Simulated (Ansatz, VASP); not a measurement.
## ZnS: VASP beside Ansatz

```
Zn S
1.0
     0.00000    2.64944    2.64944
     2.64944    0.00000    2.64944
     2.64944    2.64944    0.00000
Zn S
1 1
Cartesian
  0.0000 0.0000 0.0000
  3.9742 3.9742 3.9742
```

Change from the starting cell: volume scaled by 0.94, PAW files.

Alike in both runs: task electric field gradients; functional PBEsol; k mesh 9 × 9 × 9; occupations fermi-dirac, width 0.01 eV; no spin polarisation.

```csv
,VASP,Ansatz
version,VASP 6.6.1,Ansatz 0.2.0
potentials or method,"VASP PAW PBE potentials, release 64 (Zn, S)","PAW with Ansatz's default frozen-core files, scalar-relativistic"
plane-wave cutoff (eV),520,420
valence electrons in the cell,18,18
```

```tsv
	VASP	Ansatz	Ansatz less VASP
gap on the k mesh at the Fermi level (eV)	2.24	2.23	-0.010
pressure (GPa)	3.0	2.8	-0.22
```

VASP's potentials were made for PBE, not for PBEsol. The functional is the same, so the differences come from potentials, cutoffs and numerics.
